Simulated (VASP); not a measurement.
# Cd (P6_3/mmc) in VASP: notebook

Cd is run at these levels: revPBE; tasks: single point.

All numbers are computed with VASP 6.6.1; they aren't measurements. Logs are shortened: lines on timing, memory, paths and dates and some standing lists are left out, and cuts for length are marked.

## 1. The cell of the first run

It takes space group P6_3/mmc (No. 194, hexagonal). The conventional cell has a = 3.231 Å, b = 3.231 Å, c = 10.573 Å, α = 90.00°, β = 90.00°, γ = 120.00°. Within 4.3 Å of Cd (site symmetry -3m) lie 12 Cd at 3.23 to 3.24 Å. Cd (site symmetry -6m2) has 12 Cd at 3.23 to 3.24 Å within 4.3 Å.

## 2. Single point, revPBE

File INCAR:

```
SYSTEM = Cd
ALGO = Normal ; EDIFF = 1E-7
ENCUT = 520 ; GGA = RE
ISIF = 2 ; ISMEAR = -1
LASPH = .TRUE. ; LCHARG = .TRUE.
LELF = .TRUE. ; LREAL = .FALSE.
LVHAR = .TRUE. ; LWAVE = .FALSE.
NBANDS = 32 ; NELM = 60
PREC = Accurate ; SIGMA = 0.1
```

File KPOINTS:

```
k-points
0
G
  12 12 3
  0 0 0
```

File POSCAR:

```
Cd
1.0
    3.2310205136      0.0000000000      0.0000000000
   -1.6155102567      2.7981458449      0.0000000000
    0.0000000000      0.0000000000     10.5725595862
Cd
4
Direct
    0.0000000000      1.0000000000      0.0000000000
    0.0000000000      0.0000000000      0.5000000000
    0.3333333333      0.6666666667      0.2500000000
    0.6666666667      0.3333333333      0.7500000000
```

Potentials or basis: VASP PAW PBE potentials, release 64 (Cd).

The run is started by

```console
$ cat potpaw_PBE.64/Cd/POTCAR > POTCAR
$ mpirun -np 1 vasp_std > vasp.out
```

OUTCAR:

```text
SYSTEM = Cd
   EDIFF = 1E-7
   ENCUT = 520
   GGA = RE
   ISIF = 2
   ISMEAR = -1
   LASPH = .TRUE.
   LREAL = .FALSE.
   NELM = 60
   PREC = Accurate

 ion  position               nearest neighbor table
   1  0.000  0.000  0.000-   3 3.24   4 3.24   3 3.24   4 3.24   4 3.24   3 3.24
   2  0.000  0.000  0.500-   3 3.24   4 3.24   3 3.24   4 3.24   4 3.24   3 3.24
   3  0.333  0.667  0.250-   1 3.24   2 3.24   1 3.24   2 3.24   1 3.24   2 3.24
   4  0.667  0.333  0.750-   1 3.24   2 3.24   1 3.24   2 3.24   1 3.24   2 3.24

  LATTYP: Found a hexagonal cell.
 ALAT       =     3.2310205136
 C/A-ratio  =     3.2722044140

  Lattice vectors:

 A1 = (   3.2310205136,   0.0000000000,   0.0000000000)
 A2 = (  -1.6155102567,   2.7981458449,   0.0000000000)
 A3 = (   0.0000000000,   0.0000000000,  10.5725595862)

Analysis of symmetry for initial positions (statically):
=====================================================================
 Subroutine PRICEL returns:
 Original cell was already a primitive cell.

 Routine SETGRP: Setting up the symmetry group for a
 hexagonal supercell.

 Subroutine GETGRP returns: Found 24 space group operations
 (whereof 12 operations were pure point group operations)
 out of a pool of 24 trial point group operations.

The static configuration has the point symmetry D_3d.
 The point group associated with its full space group is D_6h.

Analysis of symmetry for dynamics (positions and initial velocities):
=====================================================================
 Subroutine PRICEL returns:
 Original cell was already a primitive cell.

 Routine SETGRP: Setting up the symmetry group for a
 hexagonal supercell.

 Subroutine GETGRP returns: Found 24 space group operations
 (whereof 12 operations were pure point group operations)
 out of a pool of 24 trial point group operations.

The dynamic configuration has the point symmetry D_3d.
 The point group associated with its full space group is D_6h.

 Subroutine INISYM returns: Found 24 space group operations
 (whereof 12 operations are pure point group operations),
 and found     1 'primitive' translations

----------------------------------------------------------------------------------------

                                     Primitive cell

  volume of cell :      95.5851

  direct lattice vectors                    reciprocal lattice vectors
     3.231020514  0.000000000  0.000000000     0.309499737  0.178689757  0.000000000
    -1.615510257  2.798145845  0.000000000     0.000000000  0.357379513  0.000000000
     0.000000000  0.000000000 10.572559586     0.000000000  0.000000000  0.094584475

  length of vectors
[... 90 lines left out ...]
   IBRION =     -1    ionic relax: 0-MD 1-quasi-New 2-CG
   NFREE  =      0    steps in history (QN), initial steepest desc. (CG)
   ISIF   =      2    stress and relaxation
   ISYM   =      2    0-nonsym 1-usesym 2-fastsym
   POTIM  = 0.5000    time-step for ionic-motion
   TEBEG  =    0.0;   TEEND  =   0.0 temperature during run
   PSTRESS=    0.0 pullay stress
   NELECT =      48.0000    total number of electrons
   NUPDOWN=      -1.0000    fix difference up-down
   EMIN   =  10.00;   EMAX   =-10.00  energy-range for DOS
   EFERMI =   0.00;   METHOD = LEGACY
   ISMEAR =    -1;   SIGMA  =   0.10  broadening in eV -4-tet -1-fermi 0-gaus
   EFERMI_NEDOS =   21; number of points for ismear=-14 and -15
   IALGO  =     38    algorithm
   IMIX   =      4    mixing-type and parameters
     AMIX     =   0.40;   BMIX     =  1.00
     AMIX_MAG =   1.60;   BMIX_MAG =  1.00
  volume/ion in A,a.u.               =      23.90       161.26
  Fermi-wavevector in a.u.,A,eV,Ry     =   1.301243  2.458993 23.037849  1.693234
  Thomas-Fermi vector in A             =   2.432390
   LORBIT       =      0    0 simple, 1 ext, 2 COOP (PROOUT), +10 PAW based schemes
   GGA     = RE    functional components
   LHFCALC =     F    Hartree Fock is set to
   AEXX    =    0.0000 exact exchange contribution
   IVDW    =     0    specifies the selected vdW correction
   LEPSILON=     F    determine dielectric tensor
   LRPA    =     F    only Hartree local field effects (RPA)
 non-spin polarized calculation
  energy-cutoff  :      520.00
  volume of cell :       95.59
 maximum number of plane-waves:      2610
   NGX = 13   NGY = 13   NGZ = 39

 number of electron      48.0000039 magnetization

 Free energy of the ion-electron system (eV)
  ---------------------------------------------------
  ext. energy  EPLUGINS =         0.00000000
  ---------------------------------------------------
  free energy    TOTEN  =        -1.67999635 eV

  energy without entropy =       -1.63209518  energy(sigma->0) =       -1.65604577

 E-fermi :   2.4018     XC(G=0): -10.4222

 val. band max:        2.3522726155   @ k =   0.3333   0.1667   0.0000
 cond. band min:       2.4116954700   @ k =   0.4167  -0.0000   0.3333
 fundamental gap:      0.0594228545
 Fermi energy:         2.4017784518

 k-point     1 :       0.0000    0.0000    0.0000
  band No.  band energies     occupation
      1      -6.9981      2.00000
      2      -6.8051      2.00000
      3      -6.7876      2.00000
      4      -6.6298      2.00000
      5      -6.6246      2.00000
      6      -6.6246      2.00000
[... 829 lines left out ...]
     31       9.8506      0.00000
     32      10.4770      0.00000

 [... further k-points ...]

------------------------ aborting loop because EDIFF is reached ----------------------------------------

  FORCE on cell =-STRESS in cart. coord.  units (eV):
  Direction    XX          YY          ZZ          XY          YZ          ZX
  --------------------------------------------------------------------------------------
  -------------------------------------------------------------------------------------
  Total        0.1030400      0.1030400      0.0940244      0.0000000      0.0000000      0.0000000
  in kB        1.7271348      1.7271348      1.5760179      0.0000000      0.0000000      0.0000000
  external PRESSURE =       1.6767625 kB  Pullay stress =       0.0000000 kB

 VOLUME and BASIS-vectors are now :
 -----------------------------------------------------------------------------
  energy-cutoff  :      520.00
  volume of cell :       95.59
      direct lattice vectors                 reciprocal lattice vectors
     3.231020514  0.000000000  0.000000000     0.309499737  0.178689757  0.000000000
    -1.615510257  2.798145845  0.000000000     0.000000000  0.357379513  0.000000000
     0.000000000  0.000000000 10.572559586     0.000000000  0.000000000  0.094584475

 POSITION                                       TOTAL-FORCE (eV/Angst)
 -----------------------------------------------------------------------------------
      0.00000      0.00000      0.00000         0.000000      0.000000      0.000000
      0.00000      0.00000      5.28628         0.000000      0.000000      0.000000
     -0.00000      1.86543      2.64314         0.000000     -0.000000      0.000000
      1.61551      0.93272      7.92942        -0.000000      0.000000     -0.000000
 -----------------------------------------------------------------------------------
    total drift:                               -0.000000      0.000000     -0.000000

  FREE ENERGIE OF THE ION-ELECTRON SYSTEM (eV)
  ---------------------------------------------------
  free  energy   TOTEN  =        -1.6799963492 eV

  energy  without entropy=       -1.6320951823  energy(sigma->0) =       -1.65604577
```

OSZICAR:

```text
N       E                     dE             d eps       ncg     rms          rms(c)
DAV:   1     0.390316332955E+03    0.39032E+03   -0.25474E+04  2440   0.149E+03
DAV:   2     0.932733253019E+01   -0.38099E+03   -0.36428E+03  2544   0.402E+02
DAV:   3    -0.172863490157E+01   -0.11056E+02   -0.10972E+02  2808   0.783E+01
DAV:   4    -0.175622030284E+01   -0.27585E-01   -0.27583E-01  2600   0.372E+00
DAV:   5    -0.175630537106E+01   -0.85068E-04   -0.85068E-04  2872   0.185E-01    0.507E+00
DAV:   6    -0.166890167450E+01    0.87404E-01   -0.32242E-01  2632   0.498E+00    0.415E+00
DAV:   7    -0.167708297976E+01   -0.81813E-02   -0.58964E-02  2648   0.175E+00    0.161E+00
DAV:   8    -0.167969707286E+01   -0.26141E-02   -0.77139E-03  2632   0.877E-01    0.134E-01
DAV:   9    -0.167987591863E+01   -0.17885E-03   -0.65588E-05  2856   0.575E-02    0.553E-02
DAV:  10    -0.167999682273E+01   -0.12090E-03   -0.12131E-04  2600   0.882E-02    0.432E-03
DAV:  11    -0.167999650931E+01    0.31342E-06   -0.42936E-07  2712   0.503E-03    0.213E-03
DAV:  12    -0.167999634401E+01    0.16530E-06   -0.13071E-07  1640   0.260E-03    0.675E-04
DAV:  13    -0.167999634915E+01   -0.51423E-08   -0.71857E-09  1576   0.749E-04
   1 F= -.16799963E+01 E0= -.16560458E+01  d E =-.479012E-01
```

stdout:

```text
POSCAR found type information on POSCAR Cd
 POSCAR found :  1 types and       4 ions
 scaLAPACK will be used
 -----------------------------------------------------------------------------
|                                                                             |
|                                                                             |
|     You enforced a specific xc type in the INCAR file but a different       |
|     I HOPE YOU KNOW WHAT YOU ARE DOING!                                     |
|                                                                             |
 -----------------------------------------------------------------------------

 LDA part: xc-table for (Slater+PW92), standard interpolation
 POSCAR, INCAR and KPOINTS ok, starting setup
 FFT: planning ... GRIDC
 FFT: planning ... GRID_SOFT
 FFT: planning ... GRID
 WAVECAR not read
 entering main loop
```

Wall time 55 s (1 thread of AMD EPYC 9R45 (Zen 5), shared host); peak memory 0.21 GiB.

Results:

```
Free energy            : -1.6800 eV
Pressure               : 0.2 GPa
Band gap on the k mesh : zero (bands 24 and 25 overlap by 2.80 eV)
```

Caveat: the PAW data sets were made with another functional, which shifts forces and pressure a little.

## 3. Single point, revPBE (21.03 Å³/atom)

This run uses another cell than the first one, of 21.03 Å³/atom.

File INCAR:

```
PREC = Accurate ; ENCUT = 520
EDIFF = 1E-6 ; ISMEAR = -1
SIGMA = 0.1 ; LREAL = False
LASPH = True ; NELM = 100
ALGO = Normal ; ISIF = 2
LWAVE = False ; LCHARG = False
GGA = RE ; NBANDS = 32
```

File KPOINTS:

```
regular mesh
0
Gamma
  13 13 4
```

File POSCAR:

```
Cd
1.0
    3.0962351694      0.0000000000      0.0000000000
   -1.5481175847      2.6814183128      0.0000000000
    0.0000000000      0.0000000000     10.1315143882
Cd
4
Direct
    0.0000000000      1.0000000000      0.0000000000
    0.0000000000      0.0000000000      0.5000000000
    0.3333333333      0.6666666667      0.2500000000
    0.6666666667      0.3333333333      0.7500000000
```

Potentials or basis: VASP PAW PBE potentials, release 64 (Cd).

The run is started by

```console
$ cat potpaw_PBE.64/Cd/POTCAR > POTCAR
$ mpirun -np 1 vasp_std > vasp.out
```

Wall time 76 s (1 thread of AMD EPYC 9R45 (Zen 5), shared host); peak memory 0.24 GiB.

The run converged. Its results:

* Free energy: -1.4558 eV
* Pressure: 6.6 GPa
* Band gap on the k mesh: zero (bands 24 and 25 overlap by 2.83 eV)

Stress tensor (GPa, compression positive):
```
6.34 0.00 0.00
0.00 6.34 0.00
0.00 0.00 7.17
```

Levels at points of the mesh, in eV from the Fermi level:
```
           k point  band 21  band 22  band 23  band 24  band 25  band 26  band 27  band 28
(0.00, 0.00, 0.00)    -8.59    -7.43    -7.41    -2.66    -1.45     6.22     6.22    12.75
(0.00, 0.00, 0.50)    -8.67    -8.67    -5.19    -5.19     1.81     1.81    11.04    11.04
```

Caveat: the cell stands under pressure; the PAW data sets were made with another functional, which shifts forces and pressure a little.

## 4. Single point, revPBE (21.98 Å³/atom)

This run uses another cell than the first one, of 21.98 Å³/atom.

File INCAR:

```
PREC = Accurate
ENCUT = 520
EDIFF = 1E-6
ISMEAR = -1
SIGMA = 0.1
LREAL = F
LASPH = T
NELM = 100
ALGO = Normal
ISIF = 2
LWAVE = F
LCHARG = T
GGA = RE
LELF = T
LVHAR = T
NBANDS = 32
```

File KPOINTS:

```
Automatic mesh
0
Gamma
  13 13 4
```

File POSCAR:

```
Cd
1.0
    3.1424544488      0.0000000000      0.0000000000
   -1.5712272244      2.7214453829      0.0000000000
    0.0000000000      0.0000000000     10.2827533181
Cd
4
Direct
    0.0000000000      1.0000000000      0.0000000000
    0.0000000000      0.0000000000      0.5000000000
    0.3333333333      0.6666666667      0.2500000000
    0.6666666667      0.3333333333      0.7500000000
```

The run is started by

```console
$ cat potpaw_PBE.64/Cd/POTCAR > POTCAR
$ mpirun -np 1 vasp_std > vasp.out
```

It took 74 s on 1 thread of AMD EPYC 9R45 (Zen 5), shared host; peak memory 0.25 GiB.

Results (log left out):

```yaml
Free_energy: -1.5792 eV
Pressure: 3.8 GPa
Band_gap_on_the_k_mesh: zero (bands 24 and 25 overlap by 2.80 eV)
```

Stress tensor (GPa, compression positive):
```
3.61 0.00 0.00
0.00 3.61 0.00
0.00 0.00 4.28
```

Levels at points of the mesh, in eV from the Fermi level:
| k point | band 21 | band 22 | band 23 | band 24 | band 25 | band 26 | band 27 | band 28 |
| --- | --- | --- | --- | --- | --- | --- | --- | --- |
| (0.00, 0.00, 0.00) | -8.51 | -7.14 | -7.13 | -2.45 | -1.49 | 6.04 | 6.04 | 12.37 |
| (0.00, 0.00, 0.50) | -8.45 | -8.45 | -4.97 | -4.97 | 1.76 | 1.76 | 10.76 | 10.76 |

Caveat: the cell stands under pressure; the PAW data sets were made with another functional, which shifts forces and pressure a little.

## 5. The runs side by side

```csv
cell,k mesh,gap on the mesh (eV),pressure (GPa)
"a = 3.231, b = 3.231, c = 10.573 Å, angles 90.0, 90.0, 120.0°, 4 atoms",12 × 12 × 3,none,0.2
"a = 3.096, b = 3.096, c = 10.132 Å, angles 90.0, 90.0, 120.0°, 4 atoms",13 × 13 × 4,none,6.6
"a = 3.142, b = 3.142, c = 10.283 Å, angles 90.0, 90.0, 120.0°, 4 atoms",13 × 13 × 4,none,3.8
```

Alike in all rows: task single point; level revPBE; potentials or basis VASP PAW PBE potentials, release 64 (Cd); no spin polarisation; cutoff (eV) 520; smearing fermi-dirac 0.1 eV.

Caveats: the PAW data sets were made with another functional, which shifts forces and pressure a little; the cell stands under pressure (at least some runs).

Absolute energies hang on the potentials; compare differences alone.
